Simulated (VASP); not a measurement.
# Co: single point with PBEsol

The system is Co.

```
CELL_PARAMETERS angstrom
2.48010 0.00000 0.00000
-1.24005 2.14783 0.00000
0.00000 0.00000 3.96735
ATOMIC_POSITIONS crystal
Co 0.33333 0.66667 0.25000
Co 0.66667 0.33333 0.75000
```

```yaml
Program: VASP 6.6.1
Task: single point
Functional: PBEsol
Potentials_or_basis: VASP PAW PBE potentials, release 64 (Co)
Cutoff: 520 eV
k_mesh: 21 × 21 × 12
Occupations: gaussian, width 0.15 eV
Spin: collinear spin, ferromagnetic start
Starting_moments: "[1.79, 1.79] μB"
Dipole_correction: no
Further_INCAR_settings: ALGO = Normal; EDIFF = 1e-07; NBANDS = 20
```

| Item | Value |
| --- | --- |
| Pressure | -5.2 GPa |
| Net moment | 3.15 μB per cell |
| Site moments | Co +1.58 μB |
| Valence electrons inside the program's atomic spheres | Co 8.32 |

Stress tensor (GPa, compression positive):
```
-6.26  0.00  0.00
 0.00 -6.26  0.00
 0.00  0.00 -3.12
```

Levels at points of the mesh, in eV from the Fermi level:
Spin up:
```
           k point  band 7  band 8  band 9  band 10  band 11  band 12  band 13  band 14  band 15  band 16
(0.00, 0.00, 0.00)   -2.25   -1.93   -1.93    -0.73    -0.73    -0.01     6.75    22.01    24.73    24.73
(0.00, 0.00, 0.50)   -2.68   -2.68   -1.06    -1.06    -1.06    -1.06    15.58    15.58    22.76    22.76
```
Spin down:
```tsv
k point	band 4	band 5	band 6	band 7	band 8	band 9	band 10	band 11
(0.00, 0.00, 0.00)	-1.01	-0.96	-0.62	-0.62	-0.23	-0.23	0.00	1.08
(0.00, 0.00, 0.50)	-1.55	-1.09	-1.09	-1.09	-1.09	0.73	0.73	0.73
```

Wall time 2.5 min on 1 thread of Intel(R) Xeon(R) Platinum 8488C (Sapphire Rapids), with other jobs on the host, peak memory 0.29 GiB.

Caveat: the cell stands under tension; the PAW data sets were made with another functional, which shifts forces and pressure a little.
